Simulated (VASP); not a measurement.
# CoO (Fm-3m) in VASP: further runs

The runs below take CoO through single point, with PBE, LDA.

Everything below comes from runs of VASP 6.6.1. Logs are shortened: lines on timing, memory, paths and dates and some standing lists are left out, and cuts for length are marked.

**1. The cell of the first run**

The structure is cubic, space group Fm-3m (No. 225). Conventional cell: a = 4.263 Å, b = 4.263 Å, c = 4.263 Å, α = 90.00°, β = 90.00°, γ = 90.00°. Within 2.8 Å of Co (site symmetry m-3m) lie 6 O at 2.13 Å. O (site symmetry m-3m) has 6 Co at 2.13 Å within 2.8 Å.

**2. Single point, PBE, collinear spin, ferromagnetic start**

File INCAR:

```
  PREC = Accurate
  ENCUT = 520
  EDIFF = 1E-7
  ISMEAR = -1
  SIGMA = 0.05
  LREAL = F
  LASPH = T
  NELM = 150
  ALGO = Normal
  ISIF = 2
  LWAVE = F
  LCHARG = F
  ISPIN = 2
  MAGMOM = 3 0
  LORBIT = 11
  NUPDOWN = 3.0
  LMAXMIX = 4
  GGA = PE
  NBANDS = 18
```

File KPOINTS:

```
regular mesh
0
Gamma
  9 9 9
```

File POSCAR:

```
CoO
1.0
    0.0000000000      2.1315000000      2.1315000000
    2.1315000000      0.0000000000      2.1315000000
    2.1315000000      2.1315000000      0.0000000000
Co O
1 1
Direct
    0.0000000000      0.0000000000      0.0000000000
    0.5000000000      0.5000000000      0.5000000000
```

Potentials or basis: VASP PAW PBE potentials, release 64 (Co, O).

Command:

```console
$ cat potpaw_PBE.64/Co/POTCAR potpaw_PBE.64/O/POTCAR > POTCAR
$ mpirun -np 1 vasp_std > vasp.out
```

OUTCAR:

```text
PREC = Accurate
   ENCUT = 520
   EDIFF = 1E-7
   ISMEAR = -1
   LREAL = F
   LASPH = T
   NELM = 150
   ISIF = 2
   ISPIN = 2
   LORBIT = 11
   NUPDOWN = 3.0
   GGA = PE

 ion  position               nearest neighbor table
   1  0.000  0.000  0.000-   2 2.13   2 2.13   2 2.13   2 2.13   2 2.13   2 2.13
   2  0.500  0.500  0.500-   1 2.13   1 2.13   1 2.13   1 2.13   1 2.13   1 2.13

  LATTYP: Found a face centered cubic cell.
 ALAT       =     4.2630000000

  Lattice vectors:

 A1 = (   0.0000000000,   2.1315000000,   2.1315000000)
 A2 = (   2.1315000000,   0.0000000000,   2.1315000000)
 A3 = (   2.1315000000,   2.1315000000,   0.0000000000)

Analysis of symmetry for initial positions (statically):
[... 25 lines left out ...]
The dynamic configuration has the point symmetry O_h .

Analysis of structural, dynamic, and magnetic symmetry:
=====================================================================
 Subroutine PRICEL returns:
[... 7 lines left out ...]
 out of a pool of 48 trial point group operations.

The overall configuration has the point symmetry O_h .

 Subroutine INISYM returns: Found 48 space group operations
[... 5 lines left out ...]
                                     Primitive cell

  volume of cell :      19.3681

  direct lattice vectors                    reciprocal lattice vectors
     0.000000000  2.131500000  2.131500000    -0.234576589  0.234576589  0.234576589
     2.131500000  0.000000000  2.131500000     0.234576589 -0.234576589  0.234576589
     2.131500000  2.131500000  0.000000000     0.234576589  0.234576589 -0.234576589

  length of vectors
     3.014396208  3.014396208  3.014396208     0.406298571  0.406298571  0.406298571

  position of ions in fractional coordinates (direct lattice)
     0.000000000  0.000000000  0.000000000
     0.500000000  0.500000000  0.500000000

  ion indices of the primitive-cell ions
   primitive index   ion index
                 1           1
                 2           2

----------------------------------------------------------------------------------------

 KPOINTS: regular mesh

Automatic generation of k-mesh.
 Grid dimensions read from file:
 generate k-points for:    9    9    9

 Generating k-lattice:

  Cartesian coordinates                     Fractional coordinates (reciprocal lattice)
    -0.026064065  0.026064065  0.026064065     0.111111111  0.000000000  0.000000000
     0.026064065 -0.026064065  0.026064065     0.000000000  0.111111111  0.000000000
     0.026064065  0.026064065 -0.026064065     0.000000000  0.000000000  0.111111111

  Length of vectors
     0.045144286  0.045144286  0.045144286

  Shift w.r.t. Gamma in fractional coordinates (k-lattice)
     0.000000000  0.000000000  0.000000000

 Subroutine IBZKPT returns following result:
 ===========================================

 Found     35 irreducible k-points:

 Following reciprocal coordinates:
            Coordinates               Weight
  0.000000  0.000000  0.000000      1.000000
  0.111111  0.000000  0.000000      8.000000
  0.222222  0.000000  0.000000      8.000000
  0.333333  0.000000  0.000000      8.000000
  0.444444  0.000000  0.000000      8.000000
  0.111111  0.111111  0.000000      6.000000
[... 16 lines left out ...]
 -0.333333  0.333333  0.000000     12.000000
  0.444444  0.444444  0.000000      6.000000
 [... further k-points ...]
   k-points           NKPTS =     35   k-points in BZ     NKDIM =     35   number of bands    NBANDS=     18
   number of dos      NEDOS =    301   number of ions     NIONS =      2
   total plane-waves  NPLWV =  13824
   dimension x,y,z NGX =    24 NGY =   24 NGZ =   24
   dimension x,y,z NGXF=    48 NGYF=   48 NGZF=   48
   ions per type =               1   1
   NGX,Y,Z   is equivalent  to a cutoff of  13.24, 13.24, 13.24 a.u.
   NGXF,Y,Z  is equivalent  to a cutoff of  26.47, 26.47, 26.47 a.u.
 SYSTEM =  unknown system
   PREC   = accura    normal or accurate (medium, high low for compatibility)
   ISTART =      0    job   : 0-new  1-cont  2-samecut
   ICHARG =      2    charge: 1-file 2-atom 10-const
   ISPIN  =      2    spin polarized calculation?
   LNONCOLLINEAR =      F non collinear calculations
   LSORBIT =      F    spin-orbit coupling
   LASPH  =      T    aspherical Exc in radial PAW
   ENCUT  =  520.0 eV  38.22 Ry    6.18 a.u.   5.60  5.60  5.60*2*pi/ulx,y,z
   NELM   =    150;   NELMIN=  2; NELMDL= -5     # of ELM steps
   EDIFF  = 0.1E-06   stopping-criterion for ELM
   LREAL  =      F    real-space projection
   EDIFFG = 0.1E-05   stopping-criterion for IOM
   NSW    =      0    number of steps for IOM
   IBRION =     -1    ionic relax: 0-MD 1-quasi-New 2-CG
   NFREE  =      0    steps in history (QN), initial steepest desc. (CG)
   ISIF   =      2    stress and relaxation
   ISYM   =      2    0-nonsym 1-usesym 2-fastsym
   POTIM  = 0.5000    time-step for ionic-motion
   TEBEG  =    0.0;   TEEND  =   0.0 temperature during run
   PSTRESS=    0.0 pullay stress
   NELECT =      15.0000    total number of electrons
   NUPDOWN=       3.0000    fix difference up-down
   EMIN   =  10.00;   EMAX   =-10.00  energy-range for DOS
   EFERMI =   0.00;   METHOD = LEGACY
   ISMEAR =    -1;   SIGMA  =   0.05  broadening in eV -4-tet -1-fermi 0-gaus
   EFERMI_NEDOS =   21; number of points for ismear=-14 and -15
   IALGO  =     38    algorithm
   IMIX   =      4    mixing-type and parameters
     AMIX     =   0.40;   BMIX     =  1.00
     AMIX_MAG =   1.60;   BMIX_MAG =  1.00
  volume/ion in A,a.u.               =       9.68        65.35
  Fermi-wavevector in a.u.,A,eV,Ry     =   1.503407  2.841027 30.752334  2.260233
  Thomas-Fermi vector in A             =   2.614521
   LORBIT       =     11    0 simple, 1 ext, 2 COOP (PROOUT), +10 PAW based schemes
   GGA     = PE    functional components
   LHFCALC =     F    Hartree Fock is set to
   AEXX    =    0.0000 exact exchange contribution
   IVDW    =     0    specifies the selected vdW correction
   LEPSILON=     F    determine dielectric tensor
   LRPA    =     F    only Hartree local field effects (RPA)
 spin polarized calculation
  energy-cutoff  :      520.00
  volume of cell :       19.37
 maximum number of plane-waves:       534
   NGX = 11   NGY = 11   NGZ = 11

 number of electron      15.0000007 magnetization       3.0000001

 Free energy of the ion-electron system (eV)
  ---------------------------------------------------
  ext. energy  EPLUGINS =         0.00000000
  ---------------------------------------------------
  free energy    TOTEN  =       -13.05865788 eV

  energy without entropy =      -13.02782643  energy(sigma->0) =      -13.04324215

 E-fermi :   7.8585     XC(G=0): -12.3947

 val. band max:        7.8911987967   @ k =   0.4444   0.0000   0.0000
 cond. band min:       7.8775018802   @ k =   0.4444   0.2222   0.0000
 fundamental gap:     -0.0136969165
 Fermi energy:         8.4673698994

 spin component 1

 k-point     1 :       0.0000    0.0000    0.0000
  band No.  band energies     occupation
      1     -12.2790      1.00000
      2       4.5550      1.00000
      3       4.5550      1.00000
      4       4.7465      1.00000
      5       4.7465      1.00000
      6       4.7465      1.00000
[... 10 lines left out ...]
     17      29.2815      0.00000
     18      32.7751      0.00000

 k-point     2 :       0.1111    0.0000    0.0000
  band No.  band energies     occupation
      1     -12.1535      1.00000
      2       3.6270      1.00000
      3       3.6809      1.00000
      4       3.6809      1.00000
      5       4.8049      1.00000
      6       4.8049      1.00000
[... 10 lines left out ...]
     17      30.9209      0.00000
     18      34.5425      0.00000

 k-point     3 :       0.2222    0.0000    0.0000
  band No.  band energies     occupation
      1     -11.8170      1.00000
      2       2.0632      1.00000
      3       2.8438      1.00000
      4       2.8439      1.00000
      5       5.0141      1.00000
      6       5.0141      1.00000
[... 10 lines left out ...]
     17      34.1317      0.00000
     18      37.0677      0.00000

 k-point     4 :       0.3333    0.0000    0.0000
  band No.  band energies     occupation
      1     -11.3957      1.00000
      2       0.6927      1.00000
      3       2.2396      1.00000
      4       2.2396      1.00000
      5       5.2623      1.00000
      6       5.2623      1.00000
[... 375 lines left out ...]
      4       2.5916      1.00000
      5       4.7982      1.00000
      6       5.6139      1.00000
[... 10 lines left out ...]
     17      36.8166      0.00000
     18      38.3199      0.00000

 k-point    23 :      -0.3333    0.3333    0.0000
  band No.  band energies     occupation
      1     -10.9618      1.00000
      2       1.0229      1.00000
      3       1.6456      1.00000
      4       2.1892      1.00000
      5       5.1010      1.00000
      6       5.5199      1.00000
[... 10 lines left out ...]
     17      36.6758      0.00000
     18      38.4115      0.00000

 k-point    24 :       0.4444    0.4444    0.0000
  band No.  band energies     occupation
      1     -11.0669      1.00000
      2       1.0604      1.00000
      3       3.5670      1.00000
      4       3.5670      1.00000
      5       3.9334      1.00000
      6       4.8872      1.00000
[... 10 lines left out ...]
     17      39.2560      0.00000
     18      39.2560      0.00000

 [... further k-points ...]

 spin component 2

 k-point     1 :       0.0000    0.0000    0.0000
  band No.  band energies     occupation
      1     -11.7338      1.00000
      2       5.3976      1.00000
      3       5.3976      1.00000
      4       5.3976      1.00000
      5       6.7786      1.00000
      6       6.7786      1.00000
[... 10 lines left out ...]
     17      30.2618      0.00000
     18      33.6000      0.00000

 k-point     2 :       0.1111    0.0000    0.0000
  band No.  band energies     occupation
      1     -11.6042      1.00000
      2       4.3944      1.00000
      3       4.9727      1.00000
      4       4.9727      1.00000
      5       6.9264      1.00000
      6       6.9264      1.00000
[... 10 lines left out ...]
     17      31.6674      0.00000
     18      35.4257      0.00000

 k-point     3 :       0.2222    0.0000    0.0000
  band No.  band energies     occupation
      1     -11.2566      1.00000
      2       2.7477      1.00000
      3       4.2540      1.00000
      4       4.2541      1.00000
      5       7.2077      1.00000
      6       7.2077      1.00000
[... 10 lines left out ...]
     17      34.5981      0.00000
     18      37.9452      0.00000

 k-point     4 :       0.3333    0.0000    0.0000
  band No.  band energies     occupation
      1     -10.8197      1.00000
      2       1.3161      1.00000
      3       3.6708      1.00000
      4       3.6710      1.00000
      5       7.5130      0.99900
      6       7.5130      0.99900
[... 375 lines left out ...]
      4       3.7337      1.00000
      5       6.7335      1.00000
      6       7.8834      0.37831
[... 10 lines left out ...]
     17      37.4321      0.00000
     18      39.0659      0.00000

 k-point    23 :      -0.3333    0.3333    0.0000
  band No.  band energies     occupation
      1     -10.3444      1.00000
      2       1.7445      1.00000
      3       2.2323      1.00000
      4       3.5001      1.00000
      5       7.3201      0.99998
      6       7.7318      0.92651
[... 10 lines left out ...]
     17      37.2947      0.00000
     18      39.1577      0.00000

 k-point    24 :       0.4444    0.4444    0.0000
  band No.  band energies     occupation
      1     -10.4387      1.00000
      2       1.5514      1.00000
      3       4.1485      1.00000
      4       4.1485      1.00000
      5       5.6984      1.00000
      6       8.0030      0.05263
[... 10 lines left out ...]
     17      39.4002      0.00000
     18      39.4002      0.00000

 [... further k-points ...]
[... 5 lines left out ...]
  --------------------------------------------------------------------------------------
  -------------------------------------------------------------------------------------
  Total       -0.1819968     -0.1819968     -0.1819968      0.0000000     -0.0000000      0.0000000
  in kB      -15.0552607    -15.0552607    -15.0552607      0.0000000     -0.0000000      0.0000000
  external PRESSURE =     -15.0552607 kB  Pullay stress =       0.0000000 kB

 VOLUME and BASIS-vectors are now :
 -----------------------------------------------------------------------------
  energy-cutoff  :      520.00
  volume of cell :       19.37
      direct lattice vectors                 reciprocal lattice vectors
     0.000000000  2.131500000  2.131500000    -0.234576589  0.234576589  0.234576589
     2.131500000  0.000000000  2.131500000     0.234576589 -0.234576589  0.234576589
     2.131500000  2.131500000  0.000000000     0.234576589  0.234576589 -0.234576589

 POSITION                                       TOTAL-FORCE (eV/Angst)
 -----------------------------------------------------------------------------------
      0.00000      0.00000      0.00000        -0.000000     -0.000000     -0.000000
      2.13150      2.13150      2.13150         0.000000      0.000000      0.000000
 -----------------------------------------------------------------------------------
    total drift:                                0.000000     -0.000000     -0.000000

  FREE ENERGIE OF THE ION-ELECTRON SYSTEM (eV)
  ---------------------------------------------------
  free  energy   TOTEN  =       -13.0586578798 eV

  energy  without entropy=      -13.0278264295  energy(sigma->0) =      -13.04324215

 total charge

# of ion       s       p       d       tot
------------------------------------------
    1        0.294   0.356   7.132   7.782
    2        1.555   3.427   0.000   4.982
--------------------------------------------------
tot          1.849   3.783   7.132  12.765

 magnetization (x)

# of ion       s       p       d       tot
------------------------------------------
    1        0.020   0.017   2.582   2.619
    2        0.029   0.298   0.000   0.327
--------------------------------------------------
tot          0.049   0.315   2.582   2.947
```

It took 72 s on 1 thread of AMD EPYC 7R13, shared host; peak memory 0.13 GiB.

What came out:

```yaml
Free_energy: -13.0587 eV
Pressure: -1.5 GPa
Net_moment: 3.00 μB per cell
Site_moments: Co +2.62; O +0.33 μB
Valence_electrons_inside_the_program's_atomic_spheres: Co 7.78; O 4.98
```

Caveat: the total moment is fixed, so each spin has its own Fermi level; a cell with one magnetic atom can't hold antiferromagnetic order, which such compounds often take.

[end of part 1 of 3]
